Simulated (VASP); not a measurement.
Here is a VASP 6.6.1 calculation.

File INCAR:

```
SYSTEM = TiTe2
PREC     = Accurate       ! precision mode
ENCUT    = 600            ! plane-wave cutoff, eV
EDIFF    = 1E-7           ! SCF threshold, eV
ISMEAR   = 0              ! smearing method
SIGMA    = 0.1            ! smearing width, eV
LREAL    = .False.        ! projectors in reciprocal space
LASPH    = .True.         ! aspherical terms in the spheres
NELM     = 60             ! most SCF steps
ALGO     = Normal         ! electronic algorithm
ISIF     = 3              ! what is computed and relaxed
LWAVE    = .False.        ! write WAVECAR
LCHARG   = .False.        ! write CHGCAR
GGA      = PE             ! functional
IBRION   = 2              ! ionic algorithm
NSW      = 100            ! ionic steps
EDIFFG   = -0.01          ! ionic threshold
```

Contents of KPOINTS:

```
regular mesh
0
Gamma
  8 8 6
  0 0 0
```

File POSCAR:

```
TiTe2
1.0
    4.5061898410      0.0000000000      0.0000000000
    0.0000000000      4.5061898410      0.0000000000
    0.0000000000      0.0000000000      7.4634368694
Ti Te
2 4
Direct
    0.0000000000      0.5000000000      0.7625010417
    0.5000000000      0.0000000000      0.2374989583
    0.0000000000      0.0000000000      0.0000000000
    0.5000000000      0.5000000000      0.0000000000
    0.0000000000      0.5000000000      0.3790790946
    0.5000000000      0.0000000000      0.6209209054
```

Potentials or basis: VASP PAW PBE potentials, release 64 (Ti_sv, Te).

Run with:

```bash
$ cat potpaw_PBE.64/Ti_sv/POTCAR potpaw_PBE.64/Te/POTCAR > POTCAR
$ mpirun -np 1 vasp_std > vasp.out
```

**Question.** Predict the relaxed cell.

**Answer.** a = 4.514 Å, b = 4.514 Å, c = 7.456 Å, α = 90.00°, β = 90.00°, γ = 90.00°.

**Question.** Predict the relaxed volume.

**Answer.** 25.31 Å³/atom.

**Question.** Predict the band gap on the k mesh.

**Answer.** Zero (band 24 reaches 8.14 eV, above the bottom of band 25 at 8.08 eV).

**Question.** Estimate the space group after relaxing (to 0.05 Å).

**Answer.** P4/nmm (No. 129).

Step by step:
| step | energy change (eV) | largest force (eV/Å) | pressure (GPa) | volume (Å³) |
| --- | --- | --- | --- | --- |
| 1 | 0.0000 | 0.0603 | 0.14 | 151.55 |
| 2 | -0.0005 | 0.0196 | -0.08 | 152.04 |
| 3 | -0.0005 | 0.0196 | -0.08 | 152.04 |
| 4 | -0.0007 | 0.0091 | 0.01 | 151.89 |

Caveat: spin-orbit coupling is left out, which moves the levels of the heavy elements.
